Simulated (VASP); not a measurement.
A run of VASP 6.6.1:

Contents of INCAR:

```
PREC = Accurate
ENCUT = 520
EDIFF = 1E-6
ISMEAR = 0
SIGMA = 0.15
LREAL = F
LASPH = T
NELM = 60
ALGO = Fast
ISIF = 2
LWAVE = F
LCHARG = F
GGA = PS
NBANDS = 12
```

KPOINTS

```
Automatic mesh
0
Gamma
  26 26 26
```

Contents of POSCAR:

```
Ti
1.0
   -1.6051160629      1.6051160629      1.6051160629
    1.6051160629     -1.6051160629      1.6051160629
    1.6051160629      1.6051160629     -1.6051160629
Ti
1
Direct
    0.0000000000      0.0000000000      0.0000000000
```

Potentials or basis: VASP PAW PBE potentials, release 64 (Ti_sv).

Command:

```bash
$ cat potpaw_PBE.64/Ti_sv/POTCAR > POTCAR
$ mpirun -np 1 vasp_std > vasp.out
```

Hardware: 1 thread of Intel(R) Xeon(R) 6975P-C (Granite Rapids), with other jobs on the host.

Q: How long does it take, and how much memory?

A: Run time: 68 s on 1 thread of Intel(R) Xeon(R) 6975P-C (Granite Rapids) (shared host), peak memory 0.21 GiB. Counts: scf iterations 21, k points 511.
